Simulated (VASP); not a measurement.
# Te2Mo (P6_3/mmc) in VASP: further runs, part 2 of 2

VASP 6.6.1. Earlier steps stand in the parts before.

## (4) Relaxation of cell and atoms, PBE+D4

This run uses another cell than the first one, of 24.18 Å³/atom.

Contents of INCAR:

```
PREC     = Accurate       # precision mode
ENCUT    = 500            # plane-wave cutoff, eV
EDIFF    = 1E-7           # SCF threshold, eV
ISMEAR   = -1             # smearing method
SIGMA    = 0.02           # smearing width, eV
LREAL    = False          # projectors in reciprocal space
LASPH    = True           # aspherical terms in the spheres
NELM     = 120            # most SCF steps
ALGO     = Normal         # electronic algorithm
ISIF     = 3              # what is computed and relaxed
LWAVE    = False          # write WAVECAR
LCHARG   = False          # write CHGCAR
GGA      = PE             # functional
IVDW     = 13             # dispersion correction
IBRION   = 2              # ionic algorithm
NSW      = 80             # ionic steps
EDIFFG   = -0.005         # ionic threshold
GGA_COMPAT= False        
NELMIN   = 4
```

Contents of KPOINTS:

```
regular mesh
0
Gamma
  12 12 2
```

Contents of POSCAR:

```
Te2Mo
1.0
    3.4964011449      0.0000000000      0.0000000000
   -1.7482005724      3.0279722133      0.0000000000
    0.0000000000      0.0000000000     13.7008445272
Te Mo
4 2
Direct
    0.3333333333      0.6666666667      0.6173401540
    0.6666666667      0.3333333333      0.1173401540
    0.3333333333      0.6666666667      0.8826598460
    0.6666666667      0.3333333333      0.3826598460
    0.3333333333      0.6666666667      0.2500000000
    0.6666666667      0.3333333333      0.7500000000
```

Potentials or basis: VASP PAW PBE potentials, release 64 (Te, Mo_sv).

Command:

```
> cat potpaw_PBE.64/Te/POTCAR potpaw_PBE.64/Mo_sv/POTCAR > POTCAR
> mpirun -np 1 vasp_std > vasp.out
```

OUTCAR:

```text
PREC = Accurate
   ENCUT = 500
   EDIFF = 1E-7
   ISMEAR = -1
   LREAL = False
   LASPH = True
   NELM = 120
   ISIF = 3
   GGA = PE
   IVDW = 13
   IBRION = 2
   NSW = 80
   EDIFFG = -0.005
   NELMIN = 4

 ion  position               nearest neighbor table
   1  0.333  0.667  0.617-   6 2.72   6 2.72   6 2.72   3 3.64
   2  0.667  0.333  0.117-   5 2.72   5 2.72   5 2.72   4 3.64
   3  0.333  0.667  0.883-   6 2.72   6 2.72   6 2.72   1 3.64
   4  0.667  0.333  0.383-   5 2.72   5 2.72   5 2.72   2 3.64
   5  0.333  0.667  0.250-   2 2.72   4 2.72   2 2.72   4 2.72   2 2.72   4 2.72
   6  0.667  0.333  0.750-   1 2.72   3 2.72   1 2.72   3 2.72   1 2.72   3 2.72

  LATTYP: Found a hexagonal cell.
 ALAT       =     3.4964011449
 C/A-ratio  =     3.9185562409

  Lattice vectors:

 A1 = (   3.4964011449,   0.0000000000,   0.0000000000)
 A2 = (  -1.7482005724,   3.0279722133,   0.0000000000)
[... 190 lines left out ...]

  DFT-D4 for vdW energy calculation

  Edisp (eV):   -3.45786
[... 299 lines left out ...]
--------------------------------------- Ionic step        8  -------------------------------------------

 number of electron      51.9999997 magnetization

 Free energy of the ion-electron system (eV)
  ---------------------------------------------------
  ext. energy  EPLUGINS =         0.00000000
  ---------------------------------------------------
  free energy    TOTEN  =       -35.92279526 eV

  energy without entropy =      -35.92279526  energy(sigma->0) =      -35.92279526

 E-fermi :   8.8696     XC(G=0): -10.6118

 val. band max:        8.5554243086   @ k =   0.0000   0.0000   0.0000
 cond. band min:       9.2169696995   @ k =   0.2500   0.1667   0.0000
 fundamental gap:      0.6615453910
 Fermi energy:         8.8696384051

 k-point     1 :       0.0000    0.0000    0.0000
  band No.  band energies     occupation
      1     -52.2936      2.00000
      2     -52.2936      2.00000
      3     -26.4684      2.00000
      4     -26.4684      2.00000
      5     -26.3301      2.00000
      6     -26.3301      2.00000
[... 805 lines left out ...]
     30      10.1191      0.00000
     31      11.3360      0.00000

 [... further k-points ...]

------------------------ aborting loop because EDIFF is reached ----------------------------------------

  DFT-D4 for vdW energy calculation

  Edisp (eV):   -3.44223
[... 29 lines left out ...]
  FREE ENERGIE OF THE ION-ELECTRON SYSTEM (eV)
  ---------------------------------------------------
  free  energy   TOTEN  =       -39.3650236178 eV

  energy  without entropy=      -39.3650236160  energy(sigma->0) =      -39.36502362

 reached required accuracy - stopping structural energy minimisation
```

CONTCAR:

```text
Te2Mo
   1.00000000000000
     3.5003787397696717    0.0000000000000656   -0.0000000000000000
    -1.7501893698347222    3.0314169115030500    0.0000000000000000
    -0.0000000000000000    0.0000000000000000   13.7388027107236912
  Te              Mo
     4     2
Direct
     0.3333333332999970    0.6666666667000030    0.6177840800990231
     0.6666666667000030    0.3333333332999970    0.1177840800990229
     0.3333333332999970    0.6666666667000030    0.8822159199009769
     0.6666666667000030    0.3333333332999970    0.3822159199009771
     0.3333333332999970    0.6666666667000030    0.2500000000000000
     0.6666666667000030    0.3333333332999970    0.7500000000000000

  0.00000000E+00  0.00000000E+00  0.00000000E+00
  0.00000000E+00  0.00000000E+00  0.00000000E+00
  0.00000000E+00  0.00000000E+00  0.00000000E+00
  0.00000000E+00  0.00000000E+00  0.00000000E+00
  0.00000000E+00  0.00000000E+00  0.00000000E+00
  0.00000000E+00  0.00000000E+00  0.00000000E+00
```

Run time: 27 min. Hardware: 1 thread of Oxide Virtual Turin-like, shared host; peak memory 0.32 GiB.

What came out:

- Free energy: -39.3650 eV
- Relaxed volume: 24.30 Å³/atom
- Relaxed cell: a = 3.500 Å, b = 3.500 Å, c = 13.739 Å, α = 90.00°, β = 90.00°, γ = 120.00°
- Space group after relaxing (to 0.1 Å): P6_3/mmc (No. 194)
- Energy gained by relaxing: 0.1 meV/atom
- Ionic steps: 8
- Pressure after relaxing: 0.0 GPa
- Band gap on the k mesh: 0.66 eV (least direct gap 1.06 eV)
- Dispersion energy per atom: -0.574 eV

The path:
```
step  energy change (eV)  largest force (eV/Å)  pressure (GPa)  volume (Å³)
   1              0.0000                0.0062            0.20       145.05
   2              0.0001                0.0584           -0.24       145.69
   3             -0.0002                0.0301            0.00       145.35
   4             -0.0002                0.0318           -0.01       145.37
   5             -0.0003                0.0163            0.00       145.49
   6             -0.0003                0.0074            0.00       145.55
   7             -0.0003                0.0055            0.00       145.61
   8             -0.0003                0.0006            0.00       145.78
```

Final structure:
```xyz
6
Lattice="3.5004 0.0000 0.0000 -1.7502 3.0314 0.0000 0.0000 0.0000 13.7388" Properties=species:S:1:pos:R:3 pbc="T T T"
Te    0.0000    2.0209    8.4876
Te    1.7502    1.0105    1.6182
Te    0.0000    2.0209   12.1206
Te    1.7502    1.0105    5.2512
Mo    0.0000    2.0209    3.4347
Mo    1.7502    1.0105   10.3041
```

Levels at points of the mesh, in eV from the valence-band top:
| k point | band 22 | band 23 | band 24 | band 25 | band 26 | band 27 | band 28 | band 29 | band 30 | band 31 |
| --- | --- | --- | --- | --- | --- | --- | --- | --- | --- | --- |
| (0.00, 0.00, 0.00) | -1.06 | -1.01 | -1.01 | -0.20 | 0.00 | 2.87 | 2.87 | 3.05 | 3.05 | 3.07 |
| (0.50, 0.00, 0.00) | -1.88 | -1.09 | -1.02 | -0.65 | -0.27 | 1.26 | 1.33 | 1.41 | 1.81 | 2.53 |
| (0.00, 0.00, 0.50) | -1.03 | -1.03 | -1.03 | -0.05 | -0.05 | 2.91 | 2.91 | 2.91 | 2.91 | 3.28 |
| (0.50, 0.00, 0.50) | -2.03 | -1.03 | -1.03 | -0.46 | -0.46 | 1.29 | 1.29 | 1.63 | 1.63 | 3.01 |

Caveat: spin-orbit coupling is left out, which moves the levels of the heavy elements. As with any semilocal functional, this PBE gap is likely too small.

## (5) Overview

| task | level | cell | cutoff (eV) | gap on the mesh (eV) | pressure (GPa) |
| --- | --- | --- | --- | --- | --- |
| single point | PBE+D4 | a = 3.502, b = 3.502, c = 13.732 Å, angles 90.0, 90.0, 120.0°, 6 atoms, atomic positions A | 500 | 0.66 | 0.0 |
| single point | r2SCAN+rVV10 | a = 3.542, b = 3.542, c = 14.177 Å, angles 90.0, 90.0, 120.0°, 6 atoms, atomic positions B | 550 | 0.91 | 0.4 |
| relaxation of cell and atoms | PBE+D4 | relaxed from a = 3.496, b = 3.496, c = 13.701 Å, angles 90.0, 90.0, 120.0°, 6 atoms, atomic positions C | 500 | 0.66 | 0.0 |

Alike in all rows: potentials or basis VASP PAW PBE potentials, release 64 (Te, Mo_sv); no spin polarisation; k mesh 12 × 12 × 2; smearing fermi-dirac 0.02 eV.

Caveats: spin-orbit coupling is left out, which moves the levels of the heavy elements; the PAW data sets were made with another functional, which shifts forces and pressure a little (at least some runs).

Absolute energies hang on the potentials; compare differences alone.

## (6) How close it comes

Step 2. A measured gap of Te2Mo is 0.88 eV (indirect; 300 K; quoted in “Broadband infrared study of pressure-tunable Fano resonance and metallization transition in 2H-MoTe2”, 2022, pmc:9569381); the calculated 0.66 eV misses it by -0.22 eV. Spin-orbit coupling on Mo, Te is left out. The value is that of PBE+D4 on a finite k mesh, which can miss the band edges, without temperature or zero-point motion. Semilocal functionals fall short of measured gaps as a rule.

Step 3. Measured gap of Te2Mo: 0.88 eV (indirect; 300 K; quoted in “Broadband infrared study of pressure-tunable Fano resonance and metallization transition in 2H-MoTe2”, 2022, pmc:9569381). This calculation gives 0.91 eV (+0.03 eV). Spin-orbit coupling on Mo, Te is left out. The value is that of r2SCAN+rVV10 on a finite k mesh, which can miss the band edges, without temperature or zero-point motion.
